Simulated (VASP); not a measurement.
Wanted: the native input for a VASP 6.6.1 run.

```yaml
Task: relaxation of cell and atoms
Functional: LDA
Potentials_or_basis: VASP PAW LDA potentials, release 64 (Li_sv)
Cutoff: 750 eV
k_mesh: 10 × 10 × 10
Occupations: fermi-dirac, width 0.1 eV
Spin: no spin polarisation
Dipole_correction: no
Further_INCAR_settings: ALGO = Normal; EDIFF = 1e-07; IBRION = 2; EDIFFG = -0.02; NSW = 80; ISIF = 3
```

The structure of Li lies in POSCAR:

```
Li
1.0
   -1.7550000000      1.7550000000      1.7550000000
    1.7550000000     -1.7550000000      1.7550000000
    1.7550000000      1.7550000000     -1.7550000000
Li
1
Direct
    0.0000000000      0.0000000000      0.0000000000
```

One way to write it, as run:

INCAR

```
SYSTEM = Li
  ALGO = Normal
  EDIFF = 1E-7
  EDIFFG = -0.02
  ENCUT = 750
  GGA_COMPAT = .False.
  IBRION = 2
  ISIF = 3
  ISMEAR = -1
  LASPH = .True.
  LCHARG = .False.
  LREAL = .False.
  LWAVE = .False.
  NELM = 120
  NELMIN = 4
  NSW = 80
  PREC = Accurate
  SIGMA = 0.1
```

KPOINTS

```
k-points
0
Gamma
  10 10 10
  0 0 0
```

Potentials or basis: VASP PAW LDA potentials, release 64 (Li_sv).

The run is started by

```bash
$ cat potpaw_LDA.64/Li_sv/POTCAR > POTCAR
$ mpirun -np 1 vasp_std > vasp.out
```

Results of the run:

```json
{
 "Relaxed volume": "18.94 Å³/atom",
 "Relaxed cell": "a = 2.908 Å, b = 2.908 Å, c = 2.908 Å, α = 109.47°, β = 109.47°, γ = 109.47°",
 "Space group after relaxing (to 0.1 Å)": "Im-3m (No. 229)",
 "Energy gained by relaxing": "15.0 meV/atom",
 "Ionic steps": "4",
 "Pressure after relaxing": "0.0 GPa",
 "Band gap on the k mesh": "zero (an odd number of electrons rules out a gap without spin polarisation)"
}
```

It took 9.8 s on 1 thread of AMD EPYC 9R45 96-Core Processor (Zen 5), on a shared host, peak memory 0.1 GiB.
